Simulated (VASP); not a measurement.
## CaO: single point with BLYP+D4

The system is CaO.

```
Ca O
1.0
     0.00000    2.40589    2.40589
     2.40589    0.00000    2.40589
     2.40589    2.40589    0.00000
Ca O
1 1
Direct
  0.00000 0.00000 0.00000
  0.50000 0.50000 0.50000
```

```
Program                : VASP 6.6.1
Task                   : single point
Functional             : BLYP
Dispersion             : D4
Potentials or basis    : VASP PAW PBE potentials, release 64 (Ca_sv, O)
Cutoff                 : 520 eV
k mesh                 : 10 × 10 × 10
Occupations            : fermi-dirac, width 0.05 eV
Spin                   : no spin polarisation
Dipole correction      : no
Further INCAR settings : ALGO = Normal; EDIFF = 1e-06; NBANDS = 15
```

```json
{
 "Pressure": "0.7 GPa",
 "Band gap on the k mesh": "3.73 eV (least direct gap 4.10 eV)",
 "Dispersion energy per atom": "-0.300 eV"
}
```

Levels at points of the mesh, in eV from the valence-band top:
```csv
k point,band 6,band 7,band 8,band 9,band 10,band 11
"(0.00, 0.00, 0.00)",0.00,0.00,0.00,4.96,6.16,6.16
"(0.50, 0.00, 0.00)",-2.56,-1.19,-1.19,7.04,8.22,8.22
"(0.50, 0.50, 0.00)",-1.25,-0.37,-0.37,3.73,7.96,8.75
```

It took 14 s on 1 thread of Intel(R) Xeon(R) 6975P-C (Granite Rapids) (shared host), peak memory 0.16 GiB.

Caveat: the PAW data sets were made with another functional, which shifts forces and pressure a little. A k mesh can miss the band edges.
